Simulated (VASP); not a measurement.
InP: single point with PBE

The system is InP.

```
CELL_PARAMETERS angstrom
0.00000 2.75025 2.75025
2.75025 0.00000 2.75025
2.75025 2.75025 0.00000
ATOMIC_POSITIONS crystal
In 0.00000 0.00000 0.00000
P 0.50000 0.50000 0.50000
```

```
Program             : VASP 6.6.1
Task                : single point
Functional          : PBE
Potentials or basis : VASP PAW PBE potentials, release 64 (In_d, P)
Cutoff              : 500 eV
k mesh              : 8 × 8 × 8
Occupations         : fermi-dirac, width 0.05 eV
Spin                : no spin polarisation
```

| Quantity | Value |
| --- | --- |
| Pressure | 1.5 GPa |
| Band gap on the k mesh | zero (band 9 reaches 7.60 eV, above the bottom of band 10 at 4.90 eV) |

Levels at points of the mesh, in eV from the Fermi level:
| k point | band 6 | band 7 | band 8 | band 9 | band 10 | band 11 | band 12 | band 13 |
| --- | --- | --- | --- | --- | --- | --- | --- | --- |
| (0.00, 0.00, 0.00) | -12.27 | -0.39 | -0.39 | -0.39 | 0.58 | 6.99 | 6.99 | 6.99 |
| (0.50, 0.00, 0.00) | -10.12 | -6.85 | 0.05 | 0.05 | 2.40 | 3.29 | 3.29 | 5.24 |
| (0.50, 0.50, 0.00) | -8.96 | -5.18 | -2.60 | -2.50 | -2.50 | 3.69 | 9.93 | 9.93 |

It took 15 s on 1 thread of Intel(R) Xeon(R) Platinum 8488C (Sapphire Rapids), with other jobs on the host, peak memory 0.16 GiB.

Caveat: spin-orbit coupling is left out, which moves the levels of the heavy elements.
